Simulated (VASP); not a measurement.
The system is CaSb3.

```
Ca Sb
1.0
     6.25126    0.00000    0.00000
    -3.12563    5.41375    0.00000
     0.00000    0.00000    3.49947
Ca Sb
1 3
Direct
  0.00000 0.00000 0.00000
  0.50000 0.00000 0.50000
  0.00000 0.50000 0.50000
  0.50000 0.50000 0.50000
```

The cell was generated, and may not be a known phase.

* Program: VASP 6.6.1
* Task: relaxation of cell and atoms
* Functional: PBE
* Potentials or basis: VASP PAW PBE potentials, release 64 (Ca_sv, Sb)
* Cutoff: 600 eV
* k mesh: 3 × 3 × 6
* Occupations: gaussian, width 0.1 eV
* Spin: no spin polarisation

At the start: pressure -0.7 GPa; volume 29.61 Å³/atom.

Question: How do energy, volume and symmetry change on relaxing?

Answer: Over 6 steps the energy falls by 13.7 meV/atom and the volume is 28.76 Å³/atom (-2.9 %); space group P6/mmm (No. 191, to 0.1 Å) before and after.

The path:
```
step  energy change (eV)  largest force (eV/Å)  pressure (GPa)  volume (Å³)
   1              0.0000                0.0000           -0.66       118.43
   2             -0.0369                0.0000           -0.11       116.34
   3              0.0087                0.0000            2.38       109.98
   4             -0.0525                0.0000            0.51       114.17
   5             -0.0539                0.0000           -0.20       115.57
   6             -0.0547                0.0000            0.06       115.05
```

Final structure:
```xyz
4
Lattice="6.3032 0.0000 0.0000 -3.1516 5.4588 0.0000 0.0000 0.0000 3.3436" Properties=species:S:1:pos:R:3 pbc="T T T"
Ca    0.0000    0.0000    0.0000
Sb    3.1516    0.0000    1.6718
Sb   -1.5758    2.7294    1.6718
Sb    1.5758    2.7294    1.6718
```

Caveat: the k points lie up to 0.38 Å⁻¹ apart in the final cell, too coarse for converged energies and pressures of a metal.
